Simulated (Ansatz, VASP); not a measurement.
One calculation of TiPd3, two programs

The input INCAR:

```
SYSTEM = TiPd3
PREC = Accurate ; ENCUT = 520
EDIFF = 1E-6 ; ISMEAR = -1
SIGMA = 0.05 ; LREAL = .FALSE.
LASPH = .TRUE. ; NELM = 60
ALGO = Normal ; ISIF = 2
LWAVE = .FALSE. ; LCHARG = .TRUE.
LELF = .TRUE. ; LVHAR = .TRUE.
NBANDS = 29
```

KPOINTS

```
Automatic mesh
0
G
  11 11 11
  0 0 0
```

File POSCAR:

```
TiPd3
1.0
    3.8452987505      0.0000000000      0.0000000000
    0.0000000000      3.8452987505      0.0000000000
    0.0000000000      0.0000000000      3.8452987505
Ti Pd
1 3
Direct
    0.0000000000      0.0000000000      0.0000000000
    0.0000000000      0.5000000000      0.5000000000
    0.5000000000      0.0000000000      0.5000000000
    0.5000000000      0.5000000000      0.0000000000
```

Input for Ansatz:

```yaml
crystal:
  lattice:
    - [3.8452987505, 0.0, 0.0]
    - [0.0, 3.8452987505, 0.0]
    - [0.0, 0.0, 3.8452987505]
  atoms:
    - { symbol: Ti, position: [0.0, 0.0, 0.0] }
    - { symbol: Pd, position: [0.0, 0.5, 0.5] }
    - { symbol: Pd, position: [0.5, 0.0, 0.5] }
    - { symbol: Pd, position: [0.5, 0.5, 0.0] }
kpoints:
  mp_grid: { grid: [11, 11, 11] }
  band_path:
    path:
      - [0.0, 0.0, 0.0]
      - [0.0, 0.5, 0.0]
      - [0.5, 0.5, 0.0]
      - [0.0, 0.0, 0.0]
      - [0.5, 0.5, 0.5]
      - [0.0, 0.5, 0.0]
      - [0.5, 0.5, 0.5]
      - [0.5, 0.5, 0.0]
    npoints: 5
scf:
  occupations: { method: fermi_dirac, width: 0.05 }
hamiltonian:
  xc: lda
  pseudopotentials: { kind: all_electron, lapw: { basis_error: 0.001 } }
output:
  forces: true
  stress: true
  eigenvalues: true
```

Change from the starting cell: volume scaled by 1.02.

Alike in both runs: task single point; functional LDA; k mesh 11 × 11 × 11; occupations fermi-dirac, width 0.05 eV; no spin polarisation.

|  | VASP | Ansatz |
| --- | --- | --- |
| version | VASP 6.6.1 | Ansatz 0.2.0 |
| potentials or method | VASP PAW LDA potentials, release 64 (Ti_sv, Pd), cutoff 520 eV | all-electron LAPW, scalar-relativistic |

VASP gave:

| Item | Value |
| --- | --- |
| pressure (GPa) | -1.8 |

Q: Estimate Ansatz's values.

A: Pressure (GPa): -2.2.

LDA's correlation is that of Perdew and Zunger in VASP and of Perdew and Wang (1992) in Ansatz. Ansatz ran all-electron here, and VASP with PAW potentials.
